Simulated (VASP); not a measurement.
Write the native input for VASP 6.6.1 that does the following.

```yaml
Task: single point
Functional: r2SCAN
Potentials_or_basis: VASP PAW PBE potentials, release 64 (Al, Ga_d, N)
Cutoff: 520 eV
k_mesh: 6 × 6 × 6
Occupations: gaussian, width 0.05 eV
Spin: no spin polarisation
Dipole_correction: no
Further_INCAR_settings: ALGO = Normal; EDIFF = 1e-06; NBANDS = 31
```

Crystal: Al3GaN4.

```xyz
8
Lattice="4.4012 0.0000 0.0000 0.0000 4.4012 0.0000 0.0000 0.0000 4.4012" Properties=species:S:1:pos:R:3 pbc="T T T"
Al    2.2006    2.2006    0.0000
Al    2.2006    0.0000    2.2006
Al    0.0000    2.2006    2.2006
Ga   -0.0577   -0.0577   -0.0577
N     3.2765    3.2765    1.1247
N     3.2765    1.1247    3.2765
N     1.1247    3.2765    3.2765
N     1.1247    1.1247    1.1247
```

This cell differs from its parent crystal: all Ga atoms moved -0.100 Å, as atom 4 along Cartesian [1 1 1].

One way to write it, as run:

POSCAR

```
Al3GaN4
1.0
    4.4012372935      0.0000000000      0.0000000000
    0.0000000000      4.4012372935      0.0000000000
    0.0000000000      0.0000000000      4.4012372935
Al Ga N
3 1 4
Direct
    0.5000000000      0.5000000000      0.0000000000
    0.5000000000      0.0000000000      0.5000000000
    0.0000000000      0.5000000000      0.5000000000
   -0.0131179082     -0.0131179082     -0.0131179082
    0.7444581597      0.7444581597      0.2555418403
    0.7444581597      0.2555418403      0.7444581597
    0.2555418403      0.7444581597      0.7444581597
    0.2555418403      0.2555418403      0.2555418403
```

INCAR.step1

```
SYSTEM = Al3GaN4
ALGO = Normal
EDIFF = 1E-4
ENCUT = 520
GGA = PE
ISMEAR = 0
LASPH = .True.
LCHARG = .False.
LREAL = .False.
LWAVE = .True.
NBANDS = 31
NELM = 80
PREC = Accurate
SIGMA = 0.05
```

INCAR.step2

```
SYSTEM = Al3GaN4
ALGO = Normal
EDIFF = 1E-6
ENCUT = 520
ISIF = 2
ISMEAR = 0
ISTART = 1
LASPH = .True.
LCHARG = .True.
LELF = .True.
LMIXTAU = .True.
LREAL = .False.
LVHAR = .True.
LWAVE = .False.
METAGGA = R2SCAN
NBANDS = 31
NELM = 80
PREC = Accurate
SIGMA = 0.05
```

KPOINTS

```
k-points
0
Gamma
  6 6 6
  0 0 0
```

Potentials or basis: VASP PAW PBE potentials, release 64 (Al, Ga_d, N).

Run with:

```sh
$ cat potpaw_PBE.64/Al/POTCAR potpaw_PBE.64/Ga_d/POTCAR potpaw_PBE.64/N/POTCAR > POTCAR
$ cp INCAR.step1 INCAR
$ mpirun -np 1 vasp_std > vasp.out
$ cp INCAR.step2 INCAR
$ mpirun -np 1 vasp_std > vasp.out
```

It gave:

| Item | Value |
| --- | --- |
| Pressure | 0.3 GPa |
| Largest force | 1.641 eV/Å |
| Band gap on the k mesh | 3.48 eV, direct |

Caveat: the cell differs from its parent crystal (all Ga atoms moved -0.100 Å, as atom 4 along Cartesian [1 1 1]); the PAW data sets were made with another functional, which shifts forces and pressure a little.

It took 2.2 min on 1 thread of Intel(R) Xeon(R) 6975P-C (Granite Rapids) (shared host), peak memory 0.25 GiB.
